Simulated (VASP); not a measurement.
Runs of VASP 6.6.1 on Au. The structure is that of space group C2/m (No. 12), or close to it. The cells are those of the table. 

```csv
task,level,potentials or basis,cell,k mesh,k mesh for the DOS,occupations for the DOS,gap on the mesh (eV),pressure (GPa),largest force (eV/Å)
single point,r2SCAN,"VASP PAW PBE potentials, release 64 (Au)","a = 2.853, b = 2.857, c = 5.259 Å, angles 103.1, 102.7, 90.3°, 2 atoms",10 × 10 × 6,-,-,none,-7.8,0.07
single point,PBE,"VASP PAW PBE potentials, release 64 (Au)","a = 2.871, b = 2.876, c = 5.293 Å, angles 103.1, 102.7, 90.3°, 2 atoms",10 × 10 × 6,-,-,none,-6.6,0.10
single point,r2SCAN,"VASP PAW PBE potentials, release 64 (Au)","a = 2.871, b = 2.876, c = 5.293 Å, angles 103.1, 102.7, 90.3°, 2 atoms",10 × 10 × 6,-,-,none,-9.3,0.08
single point,PBEsol,"VASP PAW PBE potentials, release 64 (Au)","a = 2.815, b = 2.820, c = 5.191 Å, angles 103.1, 102.7, 90.3°, 2 atoms",10 × 10 × 6,-,-,none,-8.1,(a)
single point,PBEsol,"VASP PAW PBE potentials, release 64 (Au)","a = 2.871, b = 2.876, c = 5.293 Å, angles 103.1, 102.7, 90.3°, 2 atoms",10 × 10 × 6,-,-,none,-13.0,0.18
single point,LDA,"VASP PAW LDA potentials, release 64 (Au)","a = 2.758, b = 2.763, c = 5.085 Å, angles 103.1, 102.7, 90.3°, 2 atoms",10 × 10 × 6,-,-,none,-4.2,0.09
single point,LDA,"VASP PAW LDA potentials, release 64 (Au)","a = 2.871, b = 2.876, c = 5.293 Å, angles 103.1, 102.7, 90.3°, 2 atoms",10 × 10 × 6,-,-,none,(b),0.21
single point,LDA,"VASP PAW LDA potentials, release 64 (Au)","a = 2.834, b = 2.839, c = 5.225 Å, angles 103.1, 102.7, 90.3°, 2 atoms",10 × 10 × 6,-,-,none,-13.2,0.18
single point,r2SCAN,"VASP PAW PBE potentials, release 64 (Au)","a = 2.815, b = 2.820, c = 5.191 Å, angles 103.1, 102.7, 90.3°, 2 atoms",6 × 6 × 3,-,-,none,-5.0,0.02
```

Alike in all rows: no spin polarisation; cutoff (eV) 520; smearing fermi-dirac 0.05 eV.

Estimate the missing entries.

(a) 0.13; (b) -16.1.

Caveats: some runs use coarse meshes; spin-orbit coupling is left out, which moves the levels of the heavy elements; the PAW data sets were made with another functional, which shifts forces and pressure a little (some runs).

A k mesh can miss the band edges, and the runs leave out spin-orbit coupling on Au.

A gap of «none» marks levels without a gap at the run's occupations.
